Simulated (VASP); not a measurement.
Set up this calculation in VASP 6.6.1, as the native input.

```yaml
Task: relaxation of cell and atoms
Functional: PBE
Potentials_or_basis: VASP PAW PBE potentials, release 64 (Sn_d, Pt, Au)
Cutoff: 600 eV
k_mesh: 4 × 4 × 4
Occupations: gaussian, width 0.1 eV
Spin: no spin polarisation
Dipole_correction: no
Further_INCAR_settings: ALGO = Normal; EDIFF = 1e-07; IBRION = 2; EDIFFG = -0.04; NSW = 90; ISIF = 3
```

The structure of SnPtAu3 lies in POSCAR:

```
SnPtAu3
1.0
    4.7608202200      0.0000000000      0.0000000000
    0.0000000000      4.7608202200      0.0000000000
    0.0000000000      0.0000000000      4.7608202200
Sn Pt Au
1 1 3
Direct
    0.0000000000      0.0000000000      0.0000000000
    0.5000000000      0.5000000000      0.5000000000
    0.5000000000      0.5000000000      0.0000000000
    0.0000000000      0.5000000000      0.5000000000
    0.5000000000      0.0000000000      0.5000000000
```

One way to write it, as run:

INCAR

```
SYSTEM = SnPtAu3
  PREC = Accurate
  ENCUT = 600
  EDIFF = 1E-7
  ISMEAR = 0
  SIGMA = 0.1
  LREAL = .FALSE.
  LASPH = .TRUE.
  NELM = 100
  ALGO = Normal
  ISIF = 3
  LWAVE = .FALSE.
  LCHARG = .FALSE.
  GGA = PE
  IBRION = 2
  NSW = 90
  EDIFFG = -0.04
```

KPOINTS

```
Automatic mesh
0
G
  4 4 4
  0 0 0
```

Potentials or basis: VASP PAW PBE potentials, release 64 (Sn_d, Pt, Au).

The run is started by

```sh
$ cat potpaw_PBE.64/Sn_d/POTCAR potpaw_PBE.64/Pt/POTCAR potpaw_PBE.64/Au/POTCAR > POTCAR
$ mpirun -np 1 vasp_std > vasp.out
```

It gave:

The relaxed volume is 26.33 Å³/atom. The relaxed cell is a = 5.087 Å, b = 5.087 Å, c = 5.087 Å, α = 90.00°, β = 90.00°, γ = 90.00°, the space group after relaxing (to 0.05 Å) is Pm-3m (No. 221) and the energy gained by relaxing is 290.0 meV/atom. The ionic steps are 4 and the pressure after relaxing is -0.2 GPa.

Caveat: the volume moved by over 15 % at a fixed basis, so the end points are rough.

It took 100 s on 1 thread of Intel(R) Xeon(R) Platinum 8559C (Emerald Rapids), with other jobs on the host, peak memory 0.27 GiB.
